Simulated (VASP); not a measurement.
# Al in VASP: notebook

Runs on Al. Level: PBEsol. Tasks: single point.

Everything below comes from runs of VASP 6.6.1. Logs are shortened: lines on timing, memory, paths and dates and some standing lists are left out, and cuts for length are marked.

### 1 The cell of the first run

The cell holds a slab with vacuum, 21 atoms: a = 8.100 Å, b = 5.728 Å, c = 16.728 Å, α = 90.00°, β = 90.00°, γ = 90.00°.

### 2 Single point, PBEsol

The input, INCAR:

```
SYSTEM = Al
ALGO     = Normal         ! electronic algorithm
EDIFF    = 1E-6           ! SCF threshold, eV
ENCUT    = 520            ! plane-wave cutoff, eV
GGA      = PS             ! functional
ISIF     = 2              ! what is computed and relaxed
ISMEAR   = 0              ! smearing method
LASPH    = .True.         ! aspherical terms in the spheres
LCHARG   = .False.        ! write CHGCAR
LREAL    = Auto         
LWAVE    = .False.        ! write WAVECAR
NBANDS   = 48             ! bands
NELM     = 60             ! most SCF steps
PREC     = Accurate       ! precision mode
SIGMA    = 0.05           ! smearing width, eV
```

The input, KPOINTS:

```
k-points
0
Gamma
  2 3 1
  0 0 0
```

The input, POSCAR:

```
Al
1.0
    8.1000000000      0.0000000000      0.0000000000
    0.0000000000      5.7275650000      0.0000000000
    0.0000000000      0.0000000000     16.7275650000
Al
21
Direct
    0.0000000000      0.0000000000      0.0597816000
    0.5000000000      0.0000000000      0.0597816000
    0.0000000000      0.5000000000      0.0597816000
    0.5000000000      0.5000000000      0.0597816000
    0.2500000000      0.2500000000      0.1453823000
    0.7500000000      0.2500000000      0.1453823000
    0.2500000000      0.7500000000      0.1453823000
    0.7500000000      0.7500000000      0.1453823000
   -0.0043464977     -0.0009726590      0.2245305687
    0.5043896199     -0.0009338978      0.2245362476
   -0.0043751310      0.5006084345      0.2245315496
    0.5043873959      0.5007178743      0.2245404116
    0.2500288045      0.2496301294      0.3084837362
    0.7500256896      0.2498038306      0.3147266513
    0.2500380122      0.7495978498      0.3013834063
    0.7500322999      0.7498188628      0.3174107825
    0.0062108125      0.0036964114      0.3866926263
    0.4938925028      0.0036486493      0.3866985389
    0.0061895466      0.4957777975      0.3866931120
    0.4938597919      0.4957003222      0.3867130658
    0.2499838863      0.7497848105      0.4611102612
```

Potentials or basis: VASP PAW PBE potentials, release 64 (Al).

Run with:

```sh
> cat potpaw_PBE.64/Al/POTCAR > POTCAR
> mpirun -np 1 vasp_std > vasp.out
```

OUTCAR:

```text
SYSTEM = Al
   EDIFF = 1E-6
   ENCUT = 520
   GGA = PS
   ISIF = 2
   ISMEAR = 0
   LASPH = .True.
   LREAL = Auto
   NELM = 60
   PREC = Accurate

 ion  position               nearest neighbor table
   1  0.000  0.000  0.060-   9 2.76   6 2.86   7 2.86   8 2.86   5 2.86   3 2.86   3 2.86
   2  0.500  0.000  0.060-  10 2.76   6 2.86   7 2.86   8 2.86   5 2.86   4 2.86   4 2.86
   3  0.000  0.500  0.060-  11 2.76   6 2.86   7 2.86   8 2.86   5 2.86   1 2.86   1 2.86
   4  0.500  0.500  0.060-  12 2.76   6 2.86   7 2.86   8 2.86   5 2.86   2 2.86   2 2.86
   5  0.250  0.250  0.145-  13 2.73  11 2.84  12 2.84   9 2.84  10 2.84   2 2.86   3 2.86   4 2.86
                             1 2.86   7 2.86   7 2.86
   6  0.750  0.250  0.145-  11 2.79  12 2.79  10 2.79   9 2.79  14 2.83   2 2.86   3 2.86   4 2.86
                             1 2.86   8 2.86   8 2.86
   7  0.250  0.750  0.145-  15 2.61   9 2.83  10 2.83  12 2.84  11 2.84   2 2.86   3 2.86   4 2.86
                             1 2.86   5 2.86   5 2.86
   8  0.750  0.750  0.145-  10 2.78   9 2.78  12 2.78  11 2.78   1 2.86   2 2.86   3 2.86   4 2.86
                             6 2.86   6 2.86  16 2.88
   9  0.996  0.999  0.225-  17 2.71   1 2.76   8 2.78   6 2.79  15 2.82   7 2.83   5 2.84  11 2.85
                            11 2.87  13 2.88  14 2.88  16 2.90
  10  0.504  0.999  0.225-  18 2.71   2 2.76   8 2.78   6 2.79  15 2.82   7 2.83   5 2.84  12 2.85
                            12 2.87  13 2.88  14 2.88  16 2.90
  11  0.996  0.501  0.225-  19 2.71   3 2.76   8 2.78   6 2.79  15 2.82   7 2.84   5 2.84   9 2.85
                             9 2.87  13 2.88  14 2.88  16 2.90
  12  0.504  0.501  0.225-  20 2.71   4 2.76   8 2.78   6 2.79  15 2.82   7 2.84   5 2.84  10 2.85
                            10 2.87  13 2.88  14 2.88  16 2.90
  13  0.250  0.250  0.308-   5 2.73  17 2.76  18 2.76  20 2.76  19 2.76  15 2.87  15 2.87  10 2.88
                             9 2.88  12 2.88  11 2.88
[... 8 lines left out ...]
  18  0.494  0.004  0.387-  10 2.71  21 2.75  13 2.76  14 2.78  16 2.79  20 2.82  15 2.84  20 2.91

  19  0.006  0.496  0.387-  11 2.71  21 2.75  13 2.76  14 2.78  16 2.79  17 2.82  15 2.84  17 2.91

  20  0.494  0.496  0.387-  12 2.71  21 2.75  13 2.76  14 2.78  16 2.79  18 2.82  15 2.84  18 2.91

  21  0.250  0.750  0.461-  15 2.67  17 2.75  19 2.75  18 2.75  20 2.75

  LATTYP: Found a simple orthorhombic cell.
 ALAT       =     5.7275650000
 B/A-ratio  =     1.4142135445
 C/A-ratio  =     2.9205369123

  Lattice vectors:

 A1 = (   0.0000000000,  -5.7275650000,   0.0000000000)
 A2 = (   8.1000000000,   0.0000000000,   0.0000000000)
 A3 = (   0.0000000000,   0.0000000000,  16.7275650000)

Analysis of symmetry for initial positions (statically):
=====================================================================
 Subroutine PRICEL returns:
 Original cell was already a primitive cell.

 Routine SETGRP: Setting up the symmetry group for a
 simple orthorhombic supercell.

 Subroutine GETGRP returns: Found  1 space group operations
 (whereof  1 operations were pure point group operations)
 out of a pool of  8 trial point group operations.

The static configuration has the point symmetry C_1 .

Analysis of symmetry for dynamics (positions and initial velocities):
=====================================================================
 Subroutine PRICEL returns:
 Original cell was already a primitive cell.

 Routine SETGRP: Setting up the symmetry group for a
 simple orthorhombic supercell.

 Subroutine GETGRP returns: Found  1 space group operations
 (whereof  1 operations were pure point group operations)
 out of a pool of  8 trial point group operations.

The dynamic configuration has the point symmetry C_1 .

 Subroutine INISYM returns: Found  1 space group operations
 (whereof  1 operations are pure point group operations),
 and found     1 'primitive' translations

----------------------------------------------------------------------------------------

                                     Primitive cell

  volume of cell :     776.0465

  direct lattice vectors                    reciprocal lattice vectors
     8.100000000  0.000000000  0.000000000     0.123456790  0.000000000  0.000000000
     0.000000000  5.727565000  0.000000000     0.000000000  0.174594265  0.000000000
     0.000000000  0.000000000 16.727565000     0.000000000  0.000000000  0.059781564

  length of vectors
     8.100000000  5.727565000 16.727565000     0.123456790  0.174594265  0.059781564

  position of ions in fractional coordinates (direct lattice)
     0.000000000  0.000000000  0.059781600
     0.500000000  0.000000000  0.059781600
     0.000000000  0.500000000  0.059781600
     0.500000000  0.500000000  0.059781600
     0.250000000  0.250000000  0.145382300
     0.750000000  0.250000000  0.145382300
[... 13 lines left out ...]
     0.493859792  0.495700322  0.386713066
     0.249983886  0.749784811  0.461110261

  ion indices of the primitive-cell ions
   primitive index   ion index
                 1           1
                 2           2
                 3           3
                 4           4
                 5           5
                 6           6
[... 13 lines left out ...]
                20          20
                21          21

----------------------------------------------------------------------------------------

 KPOINTS: k-points

Automatic generation of k-mesh.
 Grid dimensions read from file:
 generate k-points for:    2    3    1

 Generating k-lattice:

  Cartesian coordinates                     Fractional coordinates (reciprocal lattice)
     0.061728395  0.000000000  0.000000000     0.500000000  0.000000000  0.000000000
     0.000000000  0.058198088  0.000000000     0.000000000  0.333333333  0.000000000
     0.000000000  0.000000000  0.059781564     0.000000000  0.000000000  1.000000000

  Length of vectors
     0.061728395  0.058198088  0.059781564

  Shift w.r.t. Gamma in fractional coordinates (k-lattice)
     0.000000000  0.000000000  0.000000000

 Subroutine IBZKPT returns following result:
 ===========================================

 Found      4 irreducible k-points:

 Following reciprocal coordinates:
            Coordinates               Weight
  0.000000  0.000000  0.000000      1.000000
  0.500000  0.000000  0.000000      1.000000
  0.000000  0.333333  0.000000      2.000000
  0.500000  0.333333  0.000000      2.000000
   k-points           NKPTS =      4   k-points in BZ     NKDIM =      4   number of bands    NBANDS=     48
   number of dos      NEDOS =    301   number of ions     NIONS =     21
   total plane-waves  NPLWV = 362880
   dimension x,y,z NGX =    60 NGY =   48 NGZ =  126
   dimension x,y,z NGXF=   120 NGYF=   96 NGZF=  252
   ions per type =              21
   NGX,Y,Z   is equivalent  to a cutoff of  12.31, 13.93, 12.52 a.u.
   NGXF,Y,Z  is equivalent  to a cutoff of  24.63, 27.86, 25.04 a.u.
 SYSTEM =  Al
   PREC   = accura    normal or accurate (medium, high low for compatibility)
   ISTART =      0    job   : 0-new  1-cont  2-samecut
   ICHARG =      2    charge: 1-file 2-atom 10-const
   ISPIN  =      1    spin polarized calculation?
   LNONCOLLINEAR =      F non collinear calculations
   LSORBIT =      F    spin-orbit coupling
   LASPH  =      T    aspherical Exc in radial PAW
   ENCUT  =  520.0 eV  38.22 Ry    6.18 a.u.  15.06 10.65 31.10*2*pi/ulx,y,z
   NELM   =     60;   NELMIN=  2; NELMDL= -5     # of ELM steps
   EDIFF  = 0.1E-05   stopping-criterion for ELM
   LREAL  =      T    real-space projection
   EDIFFG = 0.1E-04   stopping-criterion for IOM
   NSW    =      0    number of steps for IOM
   IBRION =     -1    ionic relax: 0-MD 1-quasi-New 2-CG
   NFREE  =      0    steps in history (QN), initial steepest desc. (CG)
   ISIF   =      2    stress and relaxation
   ISYM   =      2    0-nonsym 1-usesym 2-fastsym
   POTIM  = 0.5000    time-step for ionic-motion
   TEBEG  =    0.0;   TEEND  =   0.0 temperature during run
   PSTRESS=    0.0 pullay stress
   NELECT =      63.0000    total number of electrons
   NUPDOWN=      -1.0000    fix difference up-down
   EMIN   =  10.00;   EMAX   =-10.00  energy-range for DOS
   EFERMI =   0.00;   METHOD = LEGACY
   ISMEAR =     0;   SIGMA  =   0.05  broadening in eV -4-tet -1-fermi 0-gaus
   EFERMI_NEDOS =   21; number of points for ismear=-14 and -15
   IALGO  =     38    algorithm
   IMIX   =      4    mixing-type and parameters
     AMIX     =   0.40;   BMIX     =  1.00
     AMIX_MAG =   1.60;   BMIX_MAG =  1.00
  volume/ion in A,a.u.               =      36.95       249.38
  Fermi-wavevector in a.u.,A,eV,Ry     =   0.708858  1.339547  6.836646  0.502479
  Thomas-Fermi vector in A             =   1.795285
   LORBIT       =      0    0 simple, 1 ext, 2 COOP (PROOUT), +10 PAW based schemes
   GGA     = PS    functional components
   LHFCALC =     F    Hartree Fock is set to
   AEXX    =    0.0000 exact exchange contribution
   IVDW    =     0    specifies the selected vdW correction
   LEPSILON=     F    determine dielectric tensor
   LRPA    =     F    only Hartree local field effects (RPA)
 non-spin polarized calculation
 Gauss-broadening in eV      SIGMA  =   0.05
  energy-cutoff  :      520.00
  volume of cell :      776.05
 maximum number of plane-waves:     20885
   NGX = 31   NGY = 21   NGZ = 63

 number of electron      62.9999999 magnetization

 Free energy of the ion-electron system (eV)
  ---------------------------------------------------
  ext. energy  EPLUGINS =         0.00000000
  ---------------------------------------------------
  free energy    TOTEN  =       -79.52415716 eV

  energy without entropy =      -79.52122130  energy(sigma->0) =      -79.52268923

 E-fermi :   1.4628     XC(G=0):  -5.7138

 val. band max:        1.4062749340   @ k =   0.5000   0.0000   0.0000
 cond. band min:       1.5304187323   @ k =   0.0000   0.3333   0.0000
 fundamental gap:      0.1241437983
 Fermi energy:         1.4628200168

 k-point     1 :       0.0000    0.0000    0.0000
  band No.  band energies     occupation
      1      -9.3094      2.00000
      2      -7.6311      2.00000
      3      -7.1540      2.00000
      4      -6.9825      2.00000
      5      -5.6605      2.00000
      6      -5.4692      2.00000
[... 173 lines left out ...]
     42       3.3542      0.00000
     43       3.4661      0.00000
 [bands above 43 left out]

------------------------ aborting loop because EDIFF is reached ----------------------------------------

  FORCE on cell =-STRESS in cart. coord.  units (eV):
  Direction    XX          YY          ZZ          XY          YZ          ZX
  --------------------------------------------------------------------------------------
  -------------------------------------------------------------------------------------
  Total       -0.1770531     -6.3408424     -2.3757802      0.0005881      0.0113825     -0.0049273
  in kB       -0.3655328    -13.0909080     -4.9048877      0.0012142      0.0234997     -0.0101725
  external PRESSURE =      -6.1204428 kB  Pullay stress =       0.0000000 kB

 VOLUME and BASIS-vectors are now :
 -----------------------------------------------------------------------------
  energy-cutoff  :      520.00
  volume of cell :      776.05
      direct lattice vectors                 reciprocal lattice vectors
     8.100000000  0.000000000  0.000000000     0.123456790  0.000000000  0.000000000
     0.000000000  5.727565000  0.000000000     0.000000000  0.174594265  0.000000000
     0.000000000  0.000000000 16.727565000     0.000000000  0.000000000  0.059781564

 POSITION                                       TOTAL-FORCE (eV/Angst)
 -----------------------------------------------------------------------------------
      0.00000      0.00000      1.00000        -0.020964     -0.056704      0.424232
      4.05000      0.00000      1.00000         0.021112     -0.056695      0.424342
      0.00000      2.86378      1.00000        -0.020750      0.056465      0.424226
      4.05000      2.86378      1.00000         0.020975      0.056417      0.424484
      2.02500      1.43189      2.43189         0.000709     -0.000370     -0.464087
      6.07500      1.43189      2.43189        -0.000066     -0.001136     -0.415469
[... 13 lines left out ...]
      4.00026      2.83916      6.46877         0.005808      0.001802      0.006026
      2.02487      4.29444      7.71325         0.001606     -0.000547      0.005594
 -----------------------------------------------------------------------------------
    total drift:                               -0.000488     -0.001519      0.003059

  FREE ENERGIE OF THE ION-ELECTRON SYSTEM (eV)
  ---------------------------------------------------
  free  energy   TOTEN  =       -79.5241571607 eV

  energy  without entropy=      -79.5212212990  energy(sigma->0) =      -79.52268923
```

It took 6.8 min on 1 thread of Intel Xeon 8259CL, shared host; peak memory 0.69 GiB.

Results:

- Free energy: -79.5242 eV
- Largest force: 0.673 eV/Å
- Band gap on the k mesh: zero (an odd number of electrons rules out a gap without spin polarisation)

Forces in eV/Å, atoms in the order of the input:
```
Al  -0.021 -0.057  0.424
Al   0.021 -0.057  0.424
Al  -0.021  0.056  0.424
Al   0.021  0.056  0.424
Al   0.001  0.000 -0.464
Al   0.000 -0.001 -0.415
Al   0.000 -0.001 -0.673
Al   0.001 -0.001 -0.171
Al  -0.001  0.003  0.000
Al   0.000  0.004 -0.001
Al   0.000 -0.001 -0.001
Al   0.001 -0.003 -0.001
Al   0.001  0.003 -0.002
Al   0.000  0.001 -0.003
Al  -0.001  0.002  0.002
Al   0.000 -0.001  0.002
Al  -0.008 -0.002  0.006
Al   0.005 -0.002  0.006
Al  -0.006  0.001  0.006
Al   0.006  0.002  0.006
Al   0.002 -0.001  0.006
```

Caveat: the k points lie up to 0.39 Å⁻¹ apart, too coarse for converged energies and pressures of a metal; there is no dipole correction, which matters where the two faces differ; the PAW data sets were made with another functional, which shifts forces and pressure a little.

(Continued in part 2 of 2.)

The gap in the log of VASP goes by the Fermi energy; the results here count the filled bands.